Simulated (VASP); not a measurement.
The system is ZnCd5Te6.

```
Zn Cd Te
1.0
     4.32003    0.00000    0.00000
     0.00000    4.32003    0.00000
     0.00000    0.00000   18.32834
Zn Cd Te
1 5 6
Direct
  0.50000 0.50000 0.00000
  0.00000 0.00000 0.83333
  0.00000 0.00000 0.16667
  0.50000 0.50000 0.33333
  0.00000 0.00000 0.50000
  0.50000 0.50000 0.66667
  0.50000 0.00000 0.08333
  0.00000 0.50000 0.25000
  0.50000 0.00000 0.41667
  0.00000 0.50000 0.58333
  0.50000 0.00000 0.75000
  0.00000 0.50000 0.91667
```

| Quantity | Value |
| --- | --- |
| Program | VASP 6.6.1 |
| Task | relaxation of cell and atoms |
| Functional | PBE |
| Potentials or basis | VASP PAW PBE potentials, release 64 (Zn, Cd, Te) |
| Cutoff | 500 eV |
| k mesh | 4 × 4 × 1 |
| Occupations | gaussian, width 0.1 eV |
| Spin | no spin polarisation |

At the start: pressure 13.1 GPa; volume 28.50 Å³/atom.

Where does the relaxation end?

Over 15 steps the energy falls by 240.9 meV/atom and the volume is 35.04 Å³/atom (+22.9 %); space group P-4m2 (No. 115, to 0.1 Å) before and after.

Step by step:
```tsv
step	energy change (eV)	largest force (eV/Å)	pressure (GPa)	volume (Å³)
1	0.0000	1.4776	13.07	342.06
2	-2.2710	0.2165	-3.17	470.62
3	-2.7838	0.4827	-0.01	422.56
4	-2.7837	0.4704	-0.17	424.29
5	-2.8055	0.3651	-0.14	423.66
6	-2.8432	0.2362	-0.02	421.78
7	-2.8463	0.2548	0.03	421.04
8	-2.8594	0.1535	-0.01	421.30
9	-2.8717	0.1472	-0.08	421.96
10	-2.8801	0.1181	0.15	419.29
11	-2.8808	0.1153	0.24	418.23
12	-2.8866	0.0812	-0.01	420.90
13	-2.8869	0.0826	-0.09	421.79
14	-2.8893	0.0586	-0.04	421.19
15	-2.8903	0.0328	0.02	420.54
```

Final structure:
```cif
data_structure
_symmetry_space_group_name_H-M 'P 1'
_symmetry_Int_Tables_number 1
_cell_length_a 4.6363
_cell_length_b 4.6363
_cell_length_c 19.5644
_cell_angle_alpha 90.000
_cell_angle_beta 90.000
_cell_angle_gamma 90.000
_cell_volume 420.54
loop_
_atom_site_label
_atom_site_type_symbol
_atom_site_fract_x
_atom_site_fract_y
_atom_site_fract_z
_atom_site_occupancy
Zn1 Zn 0.50000 0.50000 0.00000 1
Cd1 Cd 0.00000 0.00000 0.84157 1
Cd2 Cd 0.00000 0.00000 0.15843 1
Cd3 Cd 0.50000 0.50000 0.32915 1
Cd4 Cd 0.00000 0.00000 0.50000 1
Cd5 Cd 0.50000 0.50000 0.67085 1
Te1 Te 0.50000 0.00000 0.07261 1
Te2 Te 0.00000 0.50000 0.24364 1
Te3 Te 0.50000 0.00000 0.41481 1
Te4 Te 0.00000 0.50000 0.58519 1
Te5 Te 0.50000 0.00000 0.75636 1
Te6 Te 0.00000 0.50000 0.92739 1
```

Caveat: the volume moved by over 15 % at a fixed basis, so the end points are rough.
